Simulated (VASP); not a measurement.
Input of a VASP 6.6.1 run:

INCAR

```
SYSTEM = Pd
  PREC = Accurate
  ENCUT = 520
  EDIFF = 1E-6
  ISMEAR = -1
  SIGMA = 0.05
  LREAL = .False.
  LASPH = .True.
  NELM = 100
  ALGO = Normal
  ISIF = 2
  LWAVE = .False.
  LCHARG = .False.
  GGA = RE
  NBANDS = 11
```

The input KPOINTS:

```
Automatic mesh
0
Gamma
  12 12 12
  0 0 0
```

POSCAR

```
Pd
1.0
    0.0000000000      1.9334358480      1.9334358480
    1.9334358480      0.0000000000      1.9334358480
    1.9334358480      1.9334358480      0.0000000000
Pd
1
Direct
    0.0000000000      0.0000000000      0.0000000000
```

Potentials or basis: VASP PAW PBE potentials, release 64 (Pd).

Command:

```sh
$ cat potpaw_PBE.64/Pd/POTCAR > POTCAR
$ mpirun -np 1 vasp_std > vasp.out
```

Q: Predict the band gap on the k mesh.

A: Zero (band 5 reaches 10.49 eV, above the bottom of band 6 at 8.85 eV).

Q: Predict the pressure.

A: 14.4 GPa.

Caveat: the PAW data sets were made with another functional, which shifts forces and pressure a little.
